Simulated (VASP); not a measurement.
Wanted: the native input for a VASP 6.6.1 run.

| Quantity | Value |
| --- | --- |
| Task | single point |
| Functional | PBEsol |
| Potentials or basis | VASP PAW PBE potentials, release 64 (Al, Cu) |
| Cutoff | 520 eV |
| k mesh | 10 × 10 × 14 |
| Occupations | gaussian, width 0.15 eV |
| Spin | no spin polarisation |
| Dipole correction | no |
| Further INCAR settings | ALGO = Fast; EDIFF = 1e-06; NBANDS = 16 |

The structure of Al2Cu lies in POSCAR:

```
Al2Cu
1.0
    4.0366268726      0.0000000000      0.0000000000
    0.0000000000      4.0366268726      0.0000000000
    0.0000000000      0.0000000000      2.9122037200
Al Cu
2 1
Direct
    0.5074638706      0.0000000000      0.5000000000
   -0.1089562558      0.5000000000      0.5000000000
    0.0430935180      0.0000000000      0.0000000000
```

This cell differs from its parent crystal: mode 4 frozen in at -0.445 Å, strain +e along z and -e/2 along x and y +0.0233.

The input as run:

INCAR

```
SYSTEM = Al2Cu
ALGO = Fast ; EDIFF = 1E-6
ENCUT = 520 ; GGA = PS
ISIF = 2 ; ISMEAR = 0
LASPH = .TRUE. ; LCHARG = .FALSE.
LREAL = .FALSE. ; LWAVE = .FALSE.
NBANDS = 16 ; NELM = 100
PREC = Accurate ; SIGMA = 0.15
```

KPOINTS

```
k-points
0
G
  10 10 14
  0 0 0
```

Potentials or basis: VASP PAW PBE potentials, release 64 (Al, Cu).

Command:

```sh
$ cat potpaw_PBE.64/Al/POTCAR potpaw_PBE.64/Cu/POTCAR > POTCAR
$ mpirun -np 1 vasp_std > vasp.out
```

It gave:

- Pressure: 3.7 GPa
- Largest force: 1.429 eV/Å

Caveat: the cell differs from its parent crystal (mode 4 frozen in at -0.445 Å, strain +e along z and -e/2 along x and y +0.0233); the PAW data sets were made with another functional, which shifts forces and pressure a little.

Run time: 100 s on 1 thread of Intel(R) Xeon(R) 6975P-C (Granite Rapids), on a shared host, peak memory 0.32 GiB.
